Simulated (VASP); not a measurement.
# Sc (I4/mmm) in VASP: a series of runs

Sc is run at these levels: PBEsol; tasks: single point.

Everything below comes from runs of VASP 6.6.1. Logs are shortened: lines on timing, memory, paths and dates and some standing lists are left out, and cuts for length are marked.

## 1. The cell of the first run

It takes space group I4/mmm (No. 139, tetragonal). Conventional cell: a = 3.163 Å, b = 3.163 Å, c = 4.541 Å, α = 90.00°, β = 90.00°, γ = 90.00°. Within 4.2 Å of Sc (site symmetry 4/mmm) lie 12 Sc at 3.16 to 3.19 Å.

This isn't the form of Sc at room conditions, which is hcp.

## 2. Single point, PBEsol (strain -0.015 along x and y, +0.000 along z)

INCAR reads:

```
SYSTEM = Sc
ALGO = Normal
EDIFF = 1E-6
ENCUT = 520
GGA = PS
ISIF = 2
ISMEAR = 0
LASPH = .True.
LCHARG = .True.
LELF = .True.
LREAL = .False.
LVHAR = .True.
LWAVE = .False.
NBANDS = 12
NELM = 80
PREC = Accurate
SIGMA = 0.15
```

KPOINTS reads:

```
k-points
0
Gamma
  18 18 18
  0 0 0
```

POSCAR reads:

```
Sc
1.0
    0.0000000000      2.2364425000      2.2705000000
    2.2364425000      0.0000000000      2.2705000000
    2.2364425000      2.2364425000      0.0000000000
Sc
1
Direct
    0.0000000000      0.0000000000      0.0000000000
```

Potentials or basis: VASP PAW PBE potentials, release 64 (Sc_sv).

On the command line:

```
$ cat potpaw_PBE.64/Sc_sv/POTCAR > POTCAR
$ mpirun -np 1 vasp_std > vasp.out
```

OUTCAR:

```text
SYSTEM = Sc
   EDIFF = 1E-6
   ENCUT = 520
   GGA = PS
   ISIF = 2
   ISMEAR = 0
   LASPH = .True.
   LREAL = .False.
   NELM = 80
   PREC = Accurate

 ion  position               nearest neighbor table
   1  0.000  0.000  0.000-

  LATTYP: Found a body centered tetragonal cell.
 ALAT       =     3.1628073150
 C/A-ratio  =     1.4357498095

  Lattice vectors:

 A1 = (  -2.2364425000,   0.0000000000,   2.2705000000)
 A2 = (   2.2364425000,   0.0000000000,   2.2705000000)
 A3 = (   0.0000000000,   2.2364425000,  -2.2705000000)

Analysis of symmetry for initial positions (statically):
=====================================================================
 Subroutine PRICEL returns:
 Original cell was already a primitive cell.

 Routine SETGRP: Setting up the symmetry group for a
 body centered tetragonal supercell.

 Subroutine GETGRP returns: Found 16 space group operations
 (whereof 16 operations were pure point group operations)
 out of a pool of 16 trial point group operations.

The static configuration has the point symmetry D_4h.

Analysis of symmetry for dynamics (positions and initial velocities):
=====================================================================
 Subroutine PRICEL returns:
 Original cell was already a primitive cell.

 Routine SETGRP: Setting up the symmetry group for a
 body centered tetragonal supercell.

 Subroutine GETGRP returns: Found 16 space group operations
 (whereof 16 operations were pure point group operations)
 out of a pool of 16 trial point group operations.

The dynamic configuration has the point symmetry D_4h.

 Subroutine INISYM returns: Found 16 space group operations
 (whereof 16 operations are pure point group operations),
 and found     1 'primitive' translations

----------------------------------------------------------------------------------------

                                     Primitive cell

  volume of cell :      22.7126

  direct lattice vectors                    reciprocal lattice vectors
     0.000000000  2.236442500  2.270500000    -0.223569352  0.223569352  0.220215811
     2.236442500  0.000000000  2.270500000     0.223569352 -0.223569352  0.220215811
     2.236442500  2.236442500  0.000000000     0.223569352  0.223569352 -0.220215811

  length of vectors
     3.186980594  3.186980594  3.162807315     0.385307038  0.385307038  0.385307038

  position of ions in fractional coordinates (direct lattice)
     0.000000000  0.000000000  0.000000000

[... 82 lines left out ...]
   ISYM   =      2    0-nonsym 1-usesym 2-fastsym
   POTIM  = 0.5000    time-step for ionic-motion
   TEBEG  =    0.0;   TEEND  =   0.0 temperature during run
   PSTRESS=    0.0 pullay stress
   NELECT =      11.0000    total number of electrons
   NUPDOWN=      -1.0000    fix difference up-down
   EMIN   =  10.00;   EMAX   =-10.00  energy-range for DOS
   EFERMI =   0.00;   METHOD = LEGACY
   ISMEAR =     0;   SIGMA  =   0.15  broadening in eV -4-tet -1-fermi 0-gaus
   EFERMI_NEDOS =   21; number of points for ismear=-14 and -15
   IALGO  =     38    algorithm
   IMIX   =      4    mixing-type and parameters
     AMIX     =   0.40;   BMIX     =  1.00
     AMIX_MAG =   1.60;   BMIX_MAG =  1.00
  volume/ion in A,a.u.               =      22.71       153.27
  Fermi-wavevector in a.u.,A,eV,Ry     =   1.285632  2.429493 22.488391  1.652850
  Thomas-Fermi vector in A             =   2.417755
   LORBIT       =      0    0 simple, 1 ext, 2 COOP (PROOUT), +10 PAW based schemes
   GGA     = PS    functional components
   LHFCALC =     F    Hartree Fock is set to
   AEXX    =    0.0000 exact exchange contribution
   IVDW    =     0    specifies the selected vdW correction
   LEPSILON=     F    determine dielectric tensor
   LRPA    =     F    only Hartree local field effects (RPA)
 non-spin polarized calculation
 Gauss-broadening in eV      SIGMA  =   0.15
  energy-cutoff  :      520.00
  volume of cell :       22.71
 maximum number of plane-waves:       636
   NGX = 11   NGY = 11   NGZ = 11

 number of electron      11.0000002 magnetization

 Free energy of the ion-electron system (eV)
  ---------------------------------------------------
  ext. energy  EPLUGINS =         0.00000000
  ---------------------------------------------------
  free energy    TOTEN  =        -6.56280078 eV

  energy without entropy =       -6.54331147  energy(sigma->0) =       -6.55305613

 E-fermi :   4.1280     XC(G=0): -10.3260

 val. band max:        4.1257596226   @ k =  -0.3333   0.2222   0.0556
 cond. band min:       4.1297555829   @ k =  -0.2222   0.2222   0.1667
 fundamental gap:      0.0039959603
 Fermi energy:         4.1280308411

 k-point     1 :       0.0000    0.0000    0.0000
  band No.  band energies     occupation
      1     -44.8786      2.00000
      2     -23.3272      2.00000
      3     -23.3272      2.00000
      4     -23.3271      2.00000
      5      -1.2210      2.00000
      6       5.7433      0.00000
      7       5.8511      0.00000
      8       5.8511      0.00000
      9       7.2911      0.00000
     10       7.4195      0.00000
     11      17.1051      0.00000
     12      20.6199      0.00000
[... 331 lines left out ...]
 k-point    24 :      -0.2222    0.0556    0.0000
  band No.  band energies     occupation
      1     -44.8362      2.00000
      2     -23.5862      2.00000
      3     -23.3781      2.00000
      4     -23.3514      2.00000
      5       0.3013      2.00000
      6       4.9060      0.00000
      7       5.9524      0.00000
      8       6.1629      0.00000
      9       7.1718      0.00000
     10       7.5807      0.00000
     11      15.5255      0.00000
     12      17.7631      0.00000

 [... further k-points ...]

------------------------ aborting loop because EDIFF is reached ----------------------------------------

  FORCE on cell =-STRESS in cart. coord.  units (eV):
  Direction    XX          YY          ZZ          XY          YZ          ZX
  --------------------------------------------------------------------------------------
  -------------------------------------------------------------------------------------
  Total        0.3366710      0.3366710      0.2688258      0.0000000      0.0000000     -0.0000000
  in kB       23.7492180     23.7492180     18.9633310      0.0000000      0.0000000     -0.0000000
  external PRESSURE =      22.1539223 kB  Pullay stress =       0.0000000 kB

 VOLUME and BASIS-vectors are now :
 -----------------------------------------------------------------------------
  energy-cutoff  :      520.00
  volume of cell :       22.71
      direct lattice vectors                 reciprocal lattice vectors
     0.000000000  2.236442500  2.270500000    -0.223569352  0.223569352  0.220215811
     2.236442500  0.000000000  2.270500000     0.223569352 -0.223569352  0.220215811
     2.236442500  2.236442500  0.000000000     0.223569352  0.223569352 -0.220215811

 POSITION                                       TOTAL-FORCE (eV/Angst)
 -----------------------------------------------------------------------------------
      0.00000      0.00000      0.00000        -0.000000      0.000000      0.000000
 -----------------------------------------------------------------------------------
    total drift:                                0.000000      0.000000      0.000000

  FREE ENERGIE OF THE ION-ELECTRON SYSTEM (eV)
  ---------------------------------------------------
  free  energy   TOTEN  =        -6.5628007833 eV

  energy  without entropy=       -6.5433114693  energy(sigma->0) =       -6.55305613
```

Wall time 2 min (1 thread of Intel Xeon 8259CL, shared host); peak memory 0.24 GiB.

What came out:

```yaml
Free_energy: -6.5628 eV
Pressure: 2.2 GPa
Band_gap_on_the_k_mesh: zero (an odd number of electrons rules out a gap without spin polarisation)
```

Stress tensor (GPa, compression positive):
```
2.37 0.00 0.00
0.00 2.37 0.00
0.00 0.00 1.90
```

Levels at points of the mesh, in eV from the Fermi level:
```csv
k point,band 1,band 2,band 3,band 4,band 5,band 6,band 7,band 8,band 9,band 10
"(0.00, 0.00, 0.00)",-49.01,-27.46,-27.46,-27.46,-5.35,1.62,1.72,1.72,3.16,3.29
"(0.50, 0.00, 0.00)",-48.92,-27.98,-27.53,-27.52,-1.88,0.41,1.50,1.62,4.21,4.26
"(0.50, 0.50, 0.00)",-48.90,-27.95,-27.63,-27.63,-1.72,-0.73,2.07,4.24,4.50,4.50
"(0.50, 0.00, 0.50)",-48.89,-27.95,-27.65,-27.64,-1.70,-0.77,2.30,4.23,4.46,4.55
```

Caveat: the cell differs from its parent crystal (strain -0.015 along x and y, +0.000 along z); the PAW data sets were made with another functional, which shifts forces and pressure a little.

## 3. Single point, PBEsol (strain +0.000 along x and y, -0.015 along z)

INCAR reads:

```
PREC     = Accurate       # precision mode
ENCUT    = 520            # plane-wave cutoff, eV
EDIFF    = 1E-6           # SCF threshold, eV
ISMEAR   = 0              # smearing method
SIGMA    = 0.15           # smearing width, eV
LREAL    = F              # projectors in reciprocal space
LASPH    = T              # aspherical terms in the spheres
NELM     = 80             # most SCF steps
ALGO     = Fast           # electronic algorithm
ISIF     = 2              # what is computed and relaxed
LWAVE    = F              # write WAVECAR
LCHARG   = T              # write CHGCAR
GGA      = PS             # functional
LELF     = T              # ELF
LVHAR    = T            
NBANDS   = 12             # bands
```

KPOINTS reads:

```
regular mesh
0
Gamma
  18 18 18
```

POSCAR reads:

```
Sc
1.0
    0.0000000000      2.2705000000      2.2364425000
    2.2705000000      0.0000000000      2.2364425000
    2.2705000000      2.2705000000      0.0000000000
Sc
1
Direct
    0.0000000000      0.0000000000      0.0000000000
```

Potentials or basis: VASP PAW PBE potentials, release 64 (Sc_sv).

On the command line:

```
$ cat potpaw_PBE.64/Sc_sv/POTCAR > POTCAR
$ mpirun -np 1 vasp_std > vasp.out
```

It took 2.2 min on 1 thread of Intel Xeon 8259CL, shared host; peak memory 0.24 GiB.

It converged, with:

```
Free energy            : -6.5668 eV
Pressure               : 1.2 GPa
Band gap on the k mesh : zero (an odd number of electrons rules out a gap without spin polarisation)
```

Stress tensor (GPa, compression positive):
```
1.10 0.00 0.00
0.00 1.10 0.00
0.00 0.00 1.54
```

Levels at points of the mesh, in eV from the Fermi level:
| k point | band 3 | band 4 | band 5 | band 6 | band 7 | band 8 |
| --- | --- | --- | --- | --- | --- | --- |
| (0.00, 0.00, 0.00) | -27.50 | -27.50 | -5.32 | 1.63 | 1.63 | 1.74 |
| (0.50, 0.00, 0.00) | -27.57 | -27.56 | -1.86 | 0.37 | 1.48 | 1.60 |
| (0.50, 0.50, 0.00) | -27.69 | -27.69 | -1.66 | -0.75 | 2.31 | 4.16 |
| (0.50, 0.00, 0.50) | -27.69 | -27.67 | -1.68 | -0.72 | 2.08 | 4.16 |

Caveat: the cell differs from its parent crystal (strain +0.000 along x and y, -0.015 along z); the PAW data sets were made with another functional, which shifts forces and pressure a little.
